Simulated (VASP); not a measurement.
# Fe in VASP: single point with RPBE

Aim: the single point of Fe with RPBE.

Everything below comes from runs of VASP 6.6.1. Logs are shortened: lines on timing, memory, paths and dates and some standing lists are left out, and cuts for length are marked.

## (1) The cell of the first run

The typed cell holds 2 atoms: a = 2.581 Å, b = 2.581 Å, c = 4.431 Å, α = 97.54°, β = 97.54°, γ = 123.30°.

## (2) Single point, RPBE, collinear spin, ferromagnetic start (volume scaled by 0.96)

Input file INCAR:

```
PREC = Accurate
ENCUT = 520
EDIFF = 1E-6
ISMEAR = -1
SIGMA = 0.05
LREAL = False
LASPH = True
NELM = 150
ALGO = Normal
ISIF = 2
LWAVE = False
LCHARG = False
ISPIN = 2
MAGMOM = 2.635 2.635
LORBIT = 11
LMAXMIX = 4
GGA = RP
NBANDS = 19
```

Input file KPOINTS:

```
Automatic mesh
0
Gamma
  17 17 8
```

Input file POSCAR:

```
Fe
1.0
   -1.6059021539      1.6060528177      1.2255781177
    1.6060528177     -1.6059021539      1.2255781177
    3.0113341920      3.0113341920     -1.2253021766
Fe
2
Direct
    0.0000173639      0.9999826361      1.0000000000
    0.7499826361      0.2500173639      0.5000000000
```

Potentials or basis: VASP PAW PBE potentials, release 64 (Fe).

Started as:

```bash
> cat potpaw_PBE.64/Fe/POTCAR > POTCAR
> mpirun -np 1 vasp_std > vasp.out
```

OUTCAR:

```text
PREC = Accurate
   ENCUT = 520
   EDIFF = 1E-6
   ISMEAR = -1
   LREAL = False
   LASPH = True
   NELM = 150
   ISIF = 2
   ISPIN = 2
   LORBIT = 11
   GGA = RP

 ion  position               nearest neighbor table
   1  0.000  1.000  0.000-   2 2.49   2 2.49   2 2.49   2 2.49   2 3.03   2 3.03   2 3.03   2 3.03

   2  0.750  0.250  0.500-   1 2.49   1 2.49   1 2.49   1 2.49   1 3.03   1 3.03   1 3.03   1 3.03

  LATTYP: Found a base centered monoclinic cell.
 ALAT       =     2.4511562447
 B/A-ratio  =     1.8531622749
 C/A-ratio  =     1.8078965268
 COS(beta)  =    -0.2764186918

  Lattice vectors:

 A1 = (  -1.6059021539,   1.6060528177,   1.2255781177)
 A2 = (   1.6060528177,  -1.6059021539,   1.2255781177)
 A3 = (   3.0113341920,   3.0113341920,  -1.2253021766)

Analysis of symmetry for initial positions (statically):
=====================================================================
 Subroutine PRICEL returns:
 Original cell was already a primitive cell.

 Routine SETGRP: Setting up the symmetry group for a
 base centered monoclinic supercell.

 Subroutine GETGRP returns: Found  4 space group operations
 (whereof  2 operations were pure point group operations)
 out of a pool of  4 trial point group operations.

The static configuration has the point symmetry C_2 .
 The point group associated with its full space group is C_2h.

Analysis of symmetry for dynamics (positions and initial velocities):
=====================================================================
 Subroutine PRICEL returns:
 Original cell was already a primitive cell.

 Routine SETGRP: Setting up the symmetry group for a
 base centered monoclinic supercell.

 Subroutine GETGRP returns: Found  4 space group operations
 (whereof  2 operations were pure point group operations)
 out of a pool of  4 trial point group operations.

The dynamic configuration has the point symmetry C_2 .
 The point group associated with its full space group is C_2h.

Analysis of structural, dynamic, and magnetic symmetry:
=====================================================================
 Subroutine PRICEL returns:
 Original cell was already a primitive cell.

 Routine SETGRP: Setting up the symmetry group for a
 base centered monoclinic supercell.

 Subroutine GETGRP returns: Found  4 space group operations
 (whereof  2 operations were pure point group operations)
 out of a pool of  4 trial point group operations.

The overall configuration has the point symmetry C_2 .
 The point group associated with its full space group is C_2h.

 Subroutine INISYM returns: Found  4 space group operations
 (whereof  2 operations are pure point group operations),
 and found     1 'primitive' translations

----------------------------------------------------------------------------------------

                                     Primitive cell

  volume of cell :      23.7088

  direct lattice vectors                    reciprocal lattice vectors
    -1.605902154  1.606052818  1.225578118    -0.072669522  0.238667346  0.407960527
     1.606052818 -1.605902154  1.225578118     0.238667346 -0.072669522  0.407960527
     3.011334192  3.011334192 -1.225302177     0.166035207  0.166035207 -0.000020411

  length of vectors
     2.580769092  2.580769092  4.431436861     0.478199491  0.478199491  0.234809242

  position of ions in fractional coordinates (direct lattice)
     0.000017364  0.999982636  1.000000000
     0.749982636  0.250017364  0.500000000

  ion indices of the primitive-cell ions
   primitive index   ion index
                 1           1
                 2           2

----------------------------------------------------------------------------------------

 KPOINTS: Automatic mesh

Automatic generation of k-mesh.
 Grid dimensions read from file:
 generate k-points for:   17   17    8

 Generating k-lattice:

  Cartesian coordinates                     Fractional coordinates (reciprocal lattice)
    -0.004274678  0.014039256  0.023997678     0.058823529 -0.000000000  0.000000000
     0.014039256 -0.004274678  0.023997678    -0.000000000  0.058823529  0.000000000
     0.020754401  0.020754401 -0.000002551    -0.000000000 -0.000000000  0.125000000

  Length of vectors
     0.028129382  0.028129382  0.029351155

  Shift w.r.t. Gamma in fractional coordinates (k-lattice)
     0.000000000  0.000000000  0.000000000

 Subroutine IBZKPT returns following result:
 ===========================================

 Found    621 irreducible k-points:

 Following reciprocal coordinates:
            Coordinates               Weight
  0.000000  0.000000  0.000000      1.000000
  0.058824  0.000000  0.000000      4.000000
  0.117647  0.000000  0.000000      4.000000
  0.176471  0.000000  0.000000      4.000000
  0.235294  0.000000  0.000000      4.000000
  0.294118  0.000000  0.000000      4.000000
[... 16 lines left out ...]
 -0.176471  0.058824  0.000000      4.000000
 -0.117647  0.058824 -0.000000      4.000000
 [... further k-points ...]
   k-points           NKPTS =    621   k-points in BZ     NKDIM =    621   number of bands    NBANDS=     19
   number of dos      NEDOS =    301   number of ions     NIONS =      2
   total plane-waves  NPLWV =  14400
   dimension x,y,z NGX =    20 NGY =   20 NGZ =   36
   dimension x,y,z NGXF=    40 NGYF=   40 NGZF=   72
   ions per type =               2
   NGX,Y,Z   is equivalent  to a cutoff of  12.88, 12.88, 13.51 a.u.
   NGXF,Y,Z  is equivalent  to a cutoff of  25.77, 25.77, 27.01 a.u.
 SYSTEM =  unknown system
   PREC   = accura    normal or accurate (medium, high low for compatibility)
   ISTART =      0    job   : 0-new  1-cont  2-samecut
   ICHARG =      2    charge: 1-file 2-atom 10-const
   ISPIN  =      2    spin polarized calculation?
   LNONCOLLINEAR =      F non collinear calculations
   LSORBIT =      F    spin-orbit coupling
   LASPH  =      T    aspherical Exc in radial PAW
   ENCUT  =  520.0 eV  38.22 Ry    6.18 a.u.   4.80  4.80  8.24*2*pi/ulx,y,z
   NELM   =    150;   NELMIN=  2; NELMDL= -5     # of ELM steps
   EDIFF  = 0.1E-05   stopping-criterion for ELM
   LREAL  =      F    real-space projection
   EDIFFG = 0.1E-04   stopping-criterion for IOM
   NSW    =      0    number of steps for IOM
   IBRION =     -1    ionic relax: 0-MD 1-quasi-New 2-CG
   NFREE  =      0    steps in history (QN), initial steepest desc. (CG)
   ISIF   =      2    stress and relaxation
   ISYM   =      2    0-nonsym 1-usesym 2-fastsym
   POTIM  = 0.5000    time-step for ionic-motion
   TEBEG  =    0.0;   TEEND  =   0.0 temperature during run
   PSTRESS=    0.0 pullay stress
   NELECT =      16.0000    total number of electrons
   NUPDOWN=      -1.0000    fix difference up-down
   EMIN   =  10.00;   EMAX   =-10.00  energy-range for DOS
   EFERMI =   0.00;   METHOD = LEGACY
   ISMEAR =    -1;   SIGMA  =   0.05  broadening in eV -4-tet -1-fermi 0-gaus
   EFERMI_NEDOS =   21; number of points for ismear=-14 and -15
   IALGO  =     38    algorithm
   IMIX   =      4    mixing-type and parameters
     AMIX     =   0.40;   BMIX     =  1.00
     AMIX_MAG =   1.60;   BMIX_MAG =  1.00
  volume/ion in A,a.u.               =      11.85        80.00
  Fermi-wavevector in a.u.,A,eV,Ry     =   1.435968  2.713586 28.055266  2.062004
  Thomas-Fermi vector in A             =   2.555208
   LORBIT       =     11    0 simple, 1 ext, 2 COOP (PROOUT), +10 PAW based schemes
   GGA     = RP    functional components
   LHFCALC =     F    Hartree Fock is set to
   AEXX    =    0.0000 exact exchange contribution
   IVDW    =     0    specifies the selected vdW correction
   LEPSILON=     F    determine dielectric tensor
   LRPA    =     F    only Hartree local field effects (RPA)
 spin polarized calculation
  energy-cutoff  :      520.00
  volume of cell :       23.71
 maximum number of plane-waves:       660
   NGX =  9   NGY =  9   NGZ = 17

 number of electron      16.0000003 magnetization       5.0368910

 Free energy of the ion-electron system (eV)
  ---------------------------------------------------
  ext. energy  EPLUGINS =         0.00000000
  ---------------------------------------------------
  free energy    TOTEN  =       -15.31916919 eV

  energy without entropy =      -15.30685887  energy(sigma->0) =      -15.31301403

 E-fermi :   5.6835     XC(G=0): -12.7650

 val. band max:        5.6831165228   @ k =   0.4706   0.1765   0.3750
 cond. band min:       5.6839890305   @ k =   0.4118   0.1765   0.1250
 fundamental gap:      0.0008725077
 Fermi energy:         5.6835407202

 spin component 1

 k-point     1 :       0.0000    0.0000    0.0000
  band No.  band energies     occupation
      1      -2.6437      1.00000
      2       0.8807      1.00000
      3       2.8550      1.00000
      4       3.0137      1.00000
      5       3.6130      1.00000
      6       3.6797      1.00000
[... 11 lines left out ...]
     18      31.3289      0.00000
     19      32.3763      0.00000
[... 485 lines left out ...]
 k-point    24 :      -0.1176    0.0588   -0.0000
  band No.  band energies     occupation
      1      -2.2930      1.00000
      2       1.1090      1.00000
      3       2.8531      1.00000
      4       2.9519      1.00000
      5       3.5581      1.00000
      6       3.6194      1.00000
[... 11 lines left out ...]
     18      30.8767      0.00000
     19      31.2549      0.00000

 [... further k-points ...]

 spin component 2

 k-point     1 :       0.0000    0.0000    0.0000
  band No.  band energies     occupation
      1      -2.4734      1.00000
      2       2.1829      1.00000
      3       4.9318      1.00000
      4       5.2729      0.99973
      5       5.3976      0.99673
      6       6.1255      0.00015
[... 11 lines left out ...]
     18      31.8688      0.00000
     19      32.4479      0.00000
[... 485 lines left out ...]
 k-point    24 :      -0.1176    0.0588   -0.0000
  band No.  band energies     occupation
      1      -2.1205      1.00000
      2       2.4400      1.00000
      3       4.8604      1.00000
      4       5.0476      1.00000
      5       5.1842      0.99995
      6       6.0966      0.00026
[... 11 lines left out ...]
     18      31.0602      0.00000
     19      31.5348      0.00000

 [... further k-points ...]

------------------------ aborting loop because EDIFF is reached ----------------------------------------

  FORCE on cell =-STRESS in cart. coord.  units (eV):
  Direction    XX          YY          ZZ          XY          YZ          ZX
  --------------------------------------------------------------------------------------
  -------------------------------------------------------------------------------------
  Total        1.0071023      1.0071023      0.8970208     -0.0860648     -0.0010472     -0.0010465
  in kB       68.0571762     68.0571762     60.6181722     -5.8160219     -0.0707701     -0.0707207
  external PRESSURE =      65.5775082 kB  Pullay stress =       0.0000000 kB

 VOLUME and BASIS-vectors are now :
 -----------------------------------------------------------------------------
  energy-cutoff  :      520.00
  volume of cell :       23.71
      direct lattice vectors                 reciprocal lattice vectors
    -1.605902154  1.606052818  1.225578118    -0.072669522  0.238667346  0.407960527
     1.606052818 -1.605902154  1.225578118     0.238667346 -0.072669522  0.407960527
     3.011334192  3.011334192 -1.225302177     0.166035207  0.166035207 -0.000020411

 POSITION                                       TOTAL-FORCE (eV/Angst)
 -----------------------------------------------------------------------------------
      1.60600     -1.60585      1.22558        -0.000309      0.000309     -0.000000
      0.70281      2.30868      0.61293         0.000309     -0.000309      0.000000
 -----------------------------------------------------------------------------------
    total drift:                                0.000000      0.000000     -0.000000

  FREE ENERGIE OF THE ION-ELECTRON SYSTEM (eV)
  ---------------------------------------------------
  free  energy   TOTEN  =       -15.3191691880 eV

  energy  without entropy=      -15.3068588699  energy(sigma->0) =      -15.31301403

 total charge

# of ion       s       p       d       tot
------------------------------------------
    1        0.477   0.509   6.207   7.193
    2        0.477   0.509   6.207   7.193
--------------------------------------------------
tot          0.953   1.018  12.415  14.386

 magnetization (x)

# of ion       s       p       d       tot
------------------------------------------
    1       -0.017  -0.057   2.594   2.520
    2       -0.017  -0.057   2.594   2.520
--------------------------------------------------
tot         -0.033  -0.114   5.188   5.041
```

Wall time 5.6 min (1 thread of Intel Xeon Platinum 8488C (Sapphire Rapids), shared host); peak memory 0.47 GiB.

Results:

```
Free energy                                           : -15.3192 eV
Pressure                                              : 6.6 GPa
Net moment                                            : 5.04 μB per cell
Site moments                                          : Fe +2.52 μB
Valence electrons inside the program's atomic spheres : Fe 7.19
```

Caveat: the PAW data sets were made with another functional, which shifts forces and pressure a little.
